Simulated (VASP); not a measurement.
A run of VASP 6.6.1 is set up as follows.

Contents of POSCAR:

```
Mo
1.0
   -1.5838089719      1.5838089719      1.5838089719
    1.5838089719     -1.5838089719      1.5838089719
    1.5838089719      1.5838089719     -1.5838089719
Mo
1
Direct
    0.0000000000      0.0000000000      0.0000000000
```

INCAR.step1

```
SYSTEM = Mo
  PREC = Accurate
  ENCUT = 520
  EDIFF = 1E-5
  ISMEAR = -1
  SIGMA = 0.05
  LREAL = .False.
  LASPH = .True.
  NELM = 60
  ALGO = Normal
  ISIF = 2
  LWAVE = .True.
  NBANDS = 13
  GGA = PE
```

The input INCAR.step2:

```
SYSTEM = Mo
  PREC = Accurate
  ENCUT = 520
  EDIFF = 1E-6
  ISMEAR = -1
  SIGMA = 0.05
  LREAL = .False.
  LASPH = .True.
  NELM = 60
  ALGO = Normal
  ISIF = 2
  LWAVE = .False.
  LCHARG = .True.
  GGA = PE
  LHFCALC = .True.
  AEXX = 0.25
  PRECFOCK = Normal
  LELF = .True.
  LVHAR = .True.
  NBANDS = 13
  ISTART = 1
```

The input KPOINTS:

```
Automatic mesh
0
Gamma
  8 8 8
  0 0 0
```

Potentials or basis: VASP PAW PBE potentials, release 64 (Mo_sv).

Command:

```sh
$ cat potpaw_PBE.64/Mo_sv/POTCAR > POTCAR
$ cp INCAR.step1 INCAR
$ mpirun -np 1 vasp_std > vasp.out
$ cp INCAR.step2 INCAR
$ mpirun -np 1 vasp_std > vasp.out
```

(1) Estimate the pressure.

(2) Estimate the band gap on the k mesh.

## Answers

(1) -6.0 GPa.

(2) zero (bands 7 and 8 overlap by 6.85 eV).

Caveat: the cell stands under tension; the PAW data sets were made with another functional, which shifts forces and pressure a little.
